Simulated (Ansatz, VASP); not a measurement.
## One calculation of InSb, two programs

POSCAR

```
InSb
1.0
    3.0766560000      0.0000000000      0.0000000000
    0.0000000000      3.0766560000      0.0000000000
    0.0000000000      0.0000000000      6.2154700000
In Sb
1 1
Direct
    0.0000000000      0.0000000000      0.0000000000
    0.0000000000      0.0000000000      0.5000000000
```

The input INCAR.step1:

```
PREC = Accurate
ENCUT = 520
ISMEAR = 0
SIGMA = 0.1
LREAL = False
LASPH = True
NELM = 80
NBANDS = 16
GGA = PE
ALGO = Normal
EDIFF = 1E-4
LWAVE = True
LCHARG = False
```

File INCAR.step2:

```
PREC = Accurate
ENCUT = 520
EDIFF = 1E-6
ISMEAR = 0
SIGMA = 0.1
LREAL = False
LASPH = True
NELM = 80
ALGO = Normal
ISIF = 2
LWAVE = False
LCHARG = True
METAGGA = R2SCAN
LMIXTAU = True
LELF = True
LVHAR = True
NBANDS = 16
ISTART = 1
```

Contents of KPOINTS:

```
regular mesh
0
Gamma
  14 14 8
```

Input for Ansatz:

```yaml
crystal:
  lattice:
    - [3.076656, 0.0, 0.0]
    - [0.0, 3.076656, 0.0]
    - [0.0, 0.0, 6.21547]
  atoms:
    - { symbol: In, position: [0.0, 0.0, 0.0] }
    - { symbol: Sb, position: [0.0, 0.0, 0.5] }
basis:
  ecutwfc: 500
kpoints:
  mp_grid: { grid: [14, 14, 8] }
hamiltonian:
  xc: r2scan
scf:
  occupations: { method: gaussian, width: 0.1 }
output:
  forces: true
  stress: true
  eigenvalues: true
```

Alike in both runs: task single point; functional r2SCAN; k mesh 14 × 14 × 8; occupations gaussian, width 0.1 eV; no spin polarisation.

```csv
,VASP,Ansatz
version,VASP 6.6.1,Ansatz 0.2.0
potentials or method,"VASP PAW PBE potentials, release 64 (In_d, Sb), cutoff 520 eV","scalar-relativistic, plane waves, PAW"
valence electrons in the cell,18,28
```

```tsv
	VASP	Ansatz	Ansatz less VASP
gap on the k mesh at the Fermi level (eV)	none	none	-
pressure (GPa)	-0.8	-0.8	-0.02
traceless stress, the component that is largest in VASP (GPa)	0.12	0.12	+0.003
```

VASP's potentials were made for PBE, not for r2SCAN. A gap of «none» marks a metal or a gap that the smearing closes. VASP's potentials hold 18 valence electrons a cell and Ansatz's 28, so a difference there can come from the potentials and not from the codes.

Neither program's run includes spin-orbit coupling.
